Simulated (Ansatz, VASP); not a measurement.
**TaSi2 in VASP and in Ansatz**

The input INCAR:

```
SYSTEM = TaSi2
PREC = Accurate ; ENCUT = 520
EDIFF = 1E-7 ; ISMEAR = 0
SIGMA = 0.15 ; LREAL = .False.
LASPH = .True. ; NELM = 80
ALGO = Normal ; ISIF = 2
LWAVE = .False. ; LCHARG = .False.
GGA = PS ; NBANDS = 38
```

KPOINTS

```
regular mesh
0
Gamma
  9 9 6
  0 0 0
```

File POSCAR:

```
TaSi2
1.0
    4.7613605622      0.0000000000      0.0000000000
   -2.3806802811      4.1234592035      0.0000000000
    0.0000000000      0.0000000000      6.5581204410
Ta Si
3 6
Direct
    0.3202194543      0.0000000000     -0.0326313007
    0.5000000000      0.5000000000      0.6666666667
    0.0000000000      0.5000000000      0.3333333333
    0.1592624125      0.3185248251      0.0000000000
    0.8407375875      0.1592624125      0.6666666667
    0.6814751749      0.8407375875      0.3333333333
    0.8407375875      0.6814751749      0.0000000000
    0.1592624125      0.8407375875      0.6666666667
    0.3185248251      0.1592624125      0.3333333333
```

Input for Ansatz:

```yaml
crystal:
  lattice:
    - [4.7613605622, 0.0, 0.0]
    - [-2.3806802811, 4.1234592035, 0.0]
    - [0.0, 0.0, 6.558120441]
  atoms:
    - { symbol: Ta, position: [0.3202194543, 0.0, -0.0326313007] }
    - { symbol: Ta, position: [0.5, 0.5, 0.6666666667] }
    - { symbol: Ta, position: [0.0, 0.5, 0.3333333333] }
    - { symbol: Si, position: [0.1592624125, 0.3185248251, 0.0] }
    - { symbol: Si, position: [0.8407375875, 0.1592624125, 0.6666666667] }
    - { symbol: Si, position: [0.6814751749, 0.8407375875, 0.3333333333] }
    - { symbol: Si, position: [0.8407375875, 0.6814751749, 0.0] }
    - { symbol: Si, position: [0.1592624125, 0.8407375875, 0.6666666667] }
    - { symbol: Si, position: [0.3185248251, 0.1592624125, 0.3333333333] }
basis:
  ecutwfc: 420
kpoints:
  mp_grid: { grid: [9, 9, 6] }
hamiltonian:
  xc: pbesol
  pseudopotentials: { kind: paw, azcp: { folder: soft_1 } }
scf:
  occupations: { method: gaussian, width: 0.15 }
output:
  forces: true
  stress: true
  eigenvalues: true
```

Alike in both runs: task single point; functional PBEsol; k mesh 9 × 9 × 6; occupations gaussian, width 0.15 eV; no spin polarisation.

|  | VASP | Ansatz |
| --- | --- | --- |
| version | VASP 6.6.1 | Ansatz 0.2.0 |
| potentials or method | VASP PAW PBE potentials, release 64 (Ta_pv, Si), cutoff 520 eV | scalar-relativistic, plane waves, PAW |
| valence electrons in the cell | 57 | 63 |

```csv
,VASP,Ansatz,Ansatz less VASP
gap on the k mesh at the Fermi level (eV),none,none,-
pressure (GPa),26.8,26.4,-0.33
"traceless stress, the component that is largest in VASP (GPa)",7.11,7.10,-0.015
rms of the force components (eV/Å),5.760,5.733,-0.0267
```

VASP's potentials were made for PBE, not for PBEsol, and Ansatz warns of the same on its side. Atom by atom the forces differ by 0.027 eV/Å (rms over components). A gap of «none» marks a metal or a gap that the smearing closes. VASP's potentials hold 57 valence electrons a cell and Ansatz's 63, so a difference there can come from the potentials and not from the codes.

Neither program's run includes spin-orbit coupling.
